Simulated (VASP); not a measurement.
# TiO (Pm-3m) in VASP: further runs

The runs below take TiO through single point, relaxation of cell and atoms, with r2SCAN.

All numbers are computed with VASP 6.6.1; they aren't measurements. Logs are shortened: lines on timing, memory, paths and dates and some standing lists are left out, and cuts for length are marked.

**1. The cell of the first run**

Symmetry: Pm-3m, No. 221, cubic system. Conventional cell: a = 4.087 Å, b = 4.087 Å, c = 4.087 Å, α = 90.00°, β = 90.00°, γ = 90.00°. Ti (site symmetry 4/mmm) has 4 O at 2.04 Å within 2.7 Å. O (site symmetry 4/mmm) has 4 Ti at 2.04 Å within 2.7 Å.

**2. Single point, r2SCAN, collinear spin**

File POSCAR:

```
TiO
1.0
    4.0866680000      0.0000000000      0.0000000000
    0.0000000000      4.0866680000      0.0000000000
    0.0000000000      0.0000000000      4.0866680000
Ti O
3 3
Direct
    0.5000000000      0.5000000000      0.0000000000
    0.0000000000      0.5000000000      0.5000000000
    0.5000000000      0.0000000000      0.5000000000
    0.0000000000      0.5000000000      0.0000000000
    0.5000000000      0.0000000000      0.0000000000
    0.0000000000      0.0000000000      0.5000000000
```

File INCAR.step1:

```
  PREC = Accurate
  ENCUT = 520
  ISMEAR = 0
  SIGMA = 0.1
  LREAL = F
  LASPH = T
  NELM = 150
  ISPIN = 2
  MAGMOM = 1 0 0 0 0 0
  LMAXMIX = 4
  NBANDS = 40
  GGA = PE
  ALGO = Normal
  EDIFF = 1E-4
  LWAVE = T
  LCHARG = F
```

File INCAR.step2:

```
  PREC = Accurate
  ENCUT = 520
  EDIFF = 1E-6
  ISMEAR = 0
  SIGMA = 0.1
  LREAL = F
  LASPH = T
  NELM = 150
  ALGO = Normal
  ISIF = 2
  LWAVE = F
  LCHARG = F
  ISPIN = 2
  MAGMOM = 1 0 0 0 0 0
  LORBIT = 11
  LMAXMIX = 4
  METAGGA = R2SCAN
  LMIXTAU = T
  NBANDS = 40
  ISTART = 1
```

File KPOINTS:

```
regular mesh
0
Gamma
  4 4 4
```

Potentials or basis: VASP PAW PBE potentials, release 64 (Ti_sv, O).

Run with:

```sh
cat potpaw_PBE.64/Ti_sv/POTCAR potpaw_PBE.64/O/POTCAR > POTCAR
cp INCAR.step1 INCAR
mpirun -np 1 vasp_std > vasp.out
cp INCAR.step2 INCAR
mpirun -np 1 vasp_std > vasp.out
```

OUTCAR:

```text
PREC = Accurate
   ENCUT = 520
   EDIFF = 1E-6
   ISMEAR = 0
   LREAL = F
   LASPH = T
   NELM = 150
   ISIF = 2
   ISPIN = 2
   LORBIT = 11
   METAGGA = R2SCAN
   ISTART = 1

 ion  position               nearest neighbor table
   1  0.500  0.500  0.000-   4 2.04   5 2.04   5 2.04   4 2.04   2 2.89   3 2.89   3 2.89   2 2.89
                             3 2.89   2 2.89   3 2.89   2 2.89
   2  0.000  0.500  0.500-   4 2.04   6 2.04   4 2.04   6 2.04   1 2.89   1 2.89   3 2.89   3 2.89
                             1 2.89   3 2.89   1 2.89   3 2.89
   3  0.500  0.000  0.500-   5 2.04   6 2.04   5 2.04   6 2.04   1 2.89   1 2.89   1 2.89   2 2.89
                             1 2.89   2 2.89   2 2.89   2 2.89
   4  0.000  0.500  0.000-   1 2.04   2 2.04   2 2.04   1 2.04
   5  0.500  0.000  0.000-   1 2.04   3 2.04   3 2.04   1 2.04
   6  0.000  0.000  0.500-   2 2.04   3 2.04   2 2.04   3 2.04

  LATTYP: Found a simple cubic cell.
 ALAT       =     4.0866680000

  Lattice vectors:

 A1 = (   4.0866680000,   0.0000000000,   0.0000000000)
 A2 = (   0.0000000000,   4.0866680000,   0.0000000000)
 A3 = (   0.0000000000,   0.0000000000,   4.0866680000)

Analysis of symmetry for initial positions (statically):
=====================================================================
 Subroutine PRICEL returns:
 Original cell was already a primitive cell.

 Routine SETGRP: Setting up the symmetry group for a
 simple cubic supercell.

 Subroutine GETGRP returns: Found 48 space group operations
 (whereof 48 operations were pure point group operations)
 out of a pool of 48 trial point group operations.

The static configuration has the point symmetry O_h .

Analysis of symmetry for dynamics (positions and initial velocities):
=====================================================================
 Subroutine PRICEL returns:
 Original cell was already a primitive cell.

 Routine SETGRP: Setting up the symmetry group for a
 simple cubic supercell.

 Subroutine GETGRP returns: Found 48 space group operations
 (whereof 48 operations were pure point group operations)
 out of a pool of 48 trial point group operations.

The dynamic configuration has the point symmetry O_h .

Analysis of structural, dynamic, and magnetic symmetry:
=====================================================================
 Subroutine PRICEL returns:
 Original cell was already a primitive cell.

 Routine SETGRP: Setting up the symmetry group for a
 simple cubic supercell.

 Subroutine GETGRP returns: Found 16 space group operations
 (whereof 16 operations were pure point group operations)
 out of a pool of 48 trial point group operations.

The overall configuration has the point symmetry D_4h.

 Subroutine INISYM returns: Found 16 space group operations
 (whereof 16 operations are pure point group operations),
 and found     1 'primitive' translations

----------------------------------------------------------------------------------------

                                     Primitive cell

  volume of cell :      68.2509

  direct lattice vectors                    reciprocal lattice vectors
     4.086668000  0.000000000  0.000000000     0.244698126  0.000000000  0.000000000
     0.000000000  4.086668000  0.000000000     0.000000000  0.244698126  0.000000000
     0.000000000  0.000000000  4.086668000     0.000000000  0.000000000  0.244698126

  length of vectors
     4.086668000  4.086668000  4.086668000     0.244698126  0.244698126  0.244698126

  position of ions in fractional coordinates (direct lattice)
     0.500000000  0.500000000  0.000000000
     0.000000000  0.500000000  0.500000000
     0.500000000  0.000000000  0.500000000
     0.000000000  0.500000000  0.000000000
     0.500000000  0.000000000  0.000000000
     0.000000000  0.000000000  0.500000000

  ion indices of the primitive-cell ions
   primitive index   ion index
                 1           1
                 2           2
                 3           3
                 4           4
                 5           5
                 6           6
[... 30 lines left out ...]
  0.250000  0.000000  0.000000      4.000000
  0.000000  0.000000  0.250000      2.000000
  0.500000  0.000000  0.000000      2.000000
  0.000000  0.000000  0.500000      1.000000
  0.250000  0.250000  0.000000      4.000000
[... 10 lines left out ...]
  0.250000  0.500000  0.500000      4.000000
  0.500000  0.500000  0.500000      1.000000
   k-points           NKPTS =     18   k-points in BZ     NKDIM =     18   number of bands    NBANDS=     40
   number of dos      NEDOS =    301   number of ions     NIONS =      6
   total plane-waves  NPLWV =  27000
   dimension x,y,z NGX =    30 NGY =   30 NGZ =   30
   dimension x,y,z NGXF=    60 NGYF=   60 NGZF=   60
   ions per type =               3   3
   NGX,Y,Z   is equivalent  to a cutoff of  12.20, 12.20, 12.20 a.u.
   NGXF,Y,Z  is equivalent  to a cutoff of  24.41, 24.41, 24.41 a.u.
 SYSTEM =  unknown system
   PREC   = accura    normal or accurate (medium, high low for compatibility)
   ISTART =      1    job   : 0-new  1-cont  2-samecut
   ICHARG =      0    charge: 1-file 2-atom 10-const
   ISPIN  =      2    spin polarized calculation?
   LNONCOLLINEAR =      F non collinear calculations
   LSORBIT =      F    spin-orbit coupling
   LASPH  =      T    aspherical Exc in radial PAW
   ENCUT  =  520.0 eV  38.22 Ry    6.18 a.u.   7.60  7.60  7.60*2*pi/ulx,y,z
   NELM   =    150;   NELMIN=  2; NELMDL=  0     # of ELM steps
   EDIFF  = 0.1E-05   stopping-criterion for ELM
   LREAL  =      F    real-space projection
   EDIFFG = 0.1E-04   stopping-criterion for IOM
   NSW    =      0    number of steps for IOM
   IBRION =     -1    ionic relax: 0-MD 1-quasi-New 2-CG
   NFREE  =      0    steps in history (QN), initial steepest desc. (CG)
   ISIF   =      2    stress and relaxation
   ISYM   =      2    0-nonsym 1-usesym 2-fastsym
   POTIM  = 0.5000    time-step for ionic-motion
   TEBEG  =    0.0;   TEEND  =   0.0 temperature during run
   PSTRESS=    0.0 pullay stress
   NELECT =      54.0000    total number of electrons
   NUPDOWN=      -1.0000    fix difference up-down
   EMIN   =  10.00;   EMAX   =-10.00  energy-range for DOS
   EFERMI =   0.00;   METHOD = LEGACY
   ISMEAR =     0;   SIGMA  =   0.10  broadening in eV -4-tet -1-fermi 0-gaus
   EFERMI_NEDOS =   21; number of points for ismear=-14 and -15
   IALGO  =     38    algorithm
   IMIX   =      4    mixing-type and parameters
     AMIX     =   0.40;   BMIX     =  1.00
     AMIX_MAG =   1.60;   BMIX_MAG =  1.00
  volume/ion in A,a.u.               =      11.38        76.76
  Fermi-wavevector in a.u.,A,eV,Ry     =   1.514154  2.861336 31.193567  2.292662
  Thomas-Fermi vector in A             =   2.623850
   LORBIT       =     11    0 simple, 1 ext, 2 COOP (PROOUT), +10 PAW based schemes
   METAGGA = R2SCAN    functional components
   LHFCALC =     F    Hartree Fock is set to
   AEXX    =    0.0000 exact exchange contribution
   IVDW    =     0    specifies the selected vdW correction
   LEPSILON=     F    determine dielectric tensor
   LRPA    =     F    only Hartree local field effects (RPA)
 spin polarized calculation
 Gauss-broadening in eV      SIGMA  =   0.10
  energy-cutoff  :      520.00
  volume of cell :       68.25
 maximum number of plane-waves:      1856
   NGX = 15   NGY = 15   NGZ = 15

 number of electron      54.0000008 magnetization       1.0388249

 Free energy of the ion-electron system (eV)
  ---------------------------------------------------
  ext. energy  EPLUGINS =         0.00000000
  ---------------------------------------------------
  free energy    TOTEN  =       -72.80888519 eV

  energy without entropy =      -72.79731968  energy(sigma->0) =      -72.80310243

 E-fermi :   8.0593     XC(G=0): -12.5905

 val. band max:        8.0148248351   @ k =   0.5000   0.5000   0.2500
 cond. band min:       8.0908831402   @ k =   0.0000   0.2500   0.2500
 fundamental gap:      0.0760583050
 Fermi energy:         8.0593057161

 spin component 1

 k-point     1 :       0.0000    0.0000    0.0000
  band No.  band energies     occupation
      1     -51.7470      1.00000
      2     -51.6034      1.00000
      3     -51.6034      1.00000
      4     -27.1740      1.00000
      5     -27.1740      1.00000
      6     -27.1740      1.00000
[... 745 lines left out ...]
     38      14.0483      0.00000
     39      14.0484      0.00000
 Fermi energy:         8.0593057161

 spin component 2

 k-point     1 :       0.0000    0.0000    0.0000
  band No.  band energies     occupation
      1     -51.4206      1.00000
      2     -51.2795      1.00000
      3     -51.2795      1.00000
      4     -26.8717      1.00000
      5     -26.8717      1.00000
      6     -26.8717      1.00000
[... 745 lines left out ...]
     38      14.2217      0.00000
     39      14.2218      0.00000
 [bands above 39 left out]

------------------------ aborting loop because EDIFF is reached ----------------------------------------

  FORCE on cell =-STRESS in cart. coord.  units (eV):
  Direction    XX          YY          ZZ          XY          YZ          ZX
  --------------------------------------------------------------------------------------
  -------------------------------------------------------------------------------------
  Total       -1.4486886     -1.4486886     -1.4487462      0.0000000      0.0000000     -0.0000000
  in kB      -34.0077224    -34.0077224    -34.0090752      0.0000000      0.0000000     -0.0000000
  external PRESSURE =     -34.0081734 kB  Pullay stress =       0.0000000 kB

 VOLUME and BASIS-vectors are now :
 -----------------------------------------------------------------------------
  energy-cutoff  :      520.00
  volume of cell :       68.25
      direct lattice vectors                 reciprocal lattice vectors
     4.086668000  0.000000000  0.000000000     0.244698126  0.000000000  0.000000000
     0.000000000  4.086668000  0.000000000     0.000000000  0.244698126  0.000000000
     0.000000000  0.000000000  4.086668000     0.000000000  0.000000000  0.244698126

 POSITION                                       TOTAL-FORCE (eV/Angst)
 -----------------------------------------------------------------------------------
      2.04333      2.04333      0.00000         0.000000      0.000000      0.000000
      0.00000      2.04333      2.04333         0.000000      0.000000      0.000000
      2.04333      0.00000      2.04333         0.000000      0.000000      0.000000
      0.00000      2.04333      0.00000         0.000000      0.000000      0.000000
      2.04333      0.00000      0.00000         0.000000      0.000000      0.000000
      0.00000      0.00000      2.04333         0.000000      0.000000      0.000000
 -----------------------------------------------------------------------------------
    total drift:                                0.000000      0.000000     -0.000000

  FREE ENERGIE OF THE ION-ELECTRON SYSTEM (eV)
  ---------------------------------------------------
  free  energy   TOTEN  =       -72.8088851853 eV

  energy  without entropy=      -72.7973196762  energy(sigma->0) =      -72.80310243

 total charge

# of ion       s       p       d       tot
------------------------------------------
    1        2.186   6.192   1.879  10.258
    2        2.186   6.192   1.879  10.258
    3        2.186   6.192   1.879  10.258
    4        1.567   3.521   0.000   5.088
    5        1.567   3.521   0.000   5.088
    6        1.567   3.521   0.000   5.088
--------------------------------------------------
tot         11.259  29.141   5.637  46.037

 magnetization (x)

# of ion       s       p       d       tot
------------------------------------------
    1        0.006   0.007   0.261   0.274
    2        0.006   0.007   0.261   0.274
    3        0.006   0.007   0.261   0.274
    4        0.000   0.001   0.000   0.001
    5        0.000   0.001   0.000   0.001
    6        0.000   0.001   0.000   0.001
--------------------------------------------------
tot          0.017   0.024   0.784   0.825
```

Run time: 8.2 min. Hardware: 1 thread of Intel Xeon 8259CL, shared host; peak memory 0.24 GiB.

What came out:

| Property | Result |
| --- | --- |
| Free energy | -72.8089 eV |
| Pressure | -3.4 GPa |
| Net moment | 1.04 μB per cell |
| Site moments | Ti +0.27; O +0.00 μB |
| Valence electrons inside the program's atomic spheres | Ti 10.26; O 5.09 |

Caveat: the k points lie up to 0.38 Å⁻¹ apart; a moment this small can come from the mesh or the smearing; the PAW data sets were made with another functional, which shifts forces and pressure a little; semilocal functionals often make such compounds metallic where correlation or magnetic order opens a gap, which also shifts bond lengths.

(Part 1 of 2 ends here.)
